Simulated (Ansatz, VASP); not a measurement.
## SiGe: VASP beside Ansatz

File INCAR:

```
PREC = Accurate ; ENCUT = 520
EDIFF = 1E-6 ; ISMEAR = 0
SIGMA = 0.03 ; LREAL = False
LASPH = True ; NELM = 60
ALGO = Normal ; ISIF = 2
LWAVE = False ; LCHARG = True
GGA = PS ; LELF = True
LVHAR = True ; NBANDS = 26
```

Contents of KPOINTS:

```
regular mesh
0
Gamma
  12 12 6
```

POSCAR

```
SiGe
1.0
    3.7092287337      0.0000000000      0.0000000000
   -1.8546143668      3.2122863118      0.0000000000
    0.0000000000      0.0000000000      6.4507830000
Si Ge
2 2
Direct
    0.6666666667      0.3333333333      0.8746070000
    0.3333333333      0.6666666667      0.3746070000
    0.6666666667      0.3333333333      0.5003920000
    0.3333333333      0.6666666667      0.0003920000
```

Input for Ansatz:

```yaml
crystal:
  lattice:
    - [3.7092287337, 0.0, 0.0]
    - [-1.8546143668, 3.2122863118, 0.0]
    - [0.0, 0.0, 6.450783]
  atoms:
    - { symbol: Si, position: [0.6666666667, 0.3333333333, 0.874607] }
    - { symbol: Si, position: [0.3333333333, 0.6666666667, 0.374607] }
    - { symbol: Ge, position: [0.6666666667, 0.3333333333, 0.500392] }
    - { symbol: Ge, position: [0.3333333333, 0.6666666667, 0.000392] }
basis:
  ecutwfc: 420
kpoints:
  mp_grid: { grid: [12, 12, 6] }
hamiltonian:
  xc: pbesol
scf:
  occupations: { method: gaussian, width: 0.03 }
output:
  forces: true
  stress: true
  eigenvalues: true
```

Change from the starting cell: strain -0.050 along x and y, +0.000 along z, atoms carried along.

Alike in both runs: task single point; functional PBEsol; k mesh 12 × 12 × 6; occupations gaussian, width 0.03 eV; no spin polarisation.

|  | VASP | Ansatz |
| --- | --- | --- |
| version | VASP 6.6.1 | Ansatz 0.2.0 |
| potentials or method | VASP PAW PBE potentials, release 64 (Si, Ge_d), cutoff 520 eV | scalar-relativistic, plane waves, PAW |
| valence electrons in the cell | 36 | 36 |

|  | VASP | Ansatz | Ansatz less VASP |
| --- | --- | --- | --- |
| gap on the k mesh at the Fermi level (eV) | 0.27 | 0.27 | 0.000 |
| least direct gap on the mesh (eV) | 1.19 | 1.18 | -0.003 |
| pressure (GPa) | 10.4 | 10.5 | +0.09 |
| traceless stress, the component that is largest in VASP (GPa) | -8.74 | -8.72 | +0.019 |
| rms of the force components (eV/Å) | 0.419 | 0.422 | +0.0022 |

VASP's potentials were made for PBE, not for PBEsol. Atom by atom the forces differ by 0.002 eV/Å (rms over components).
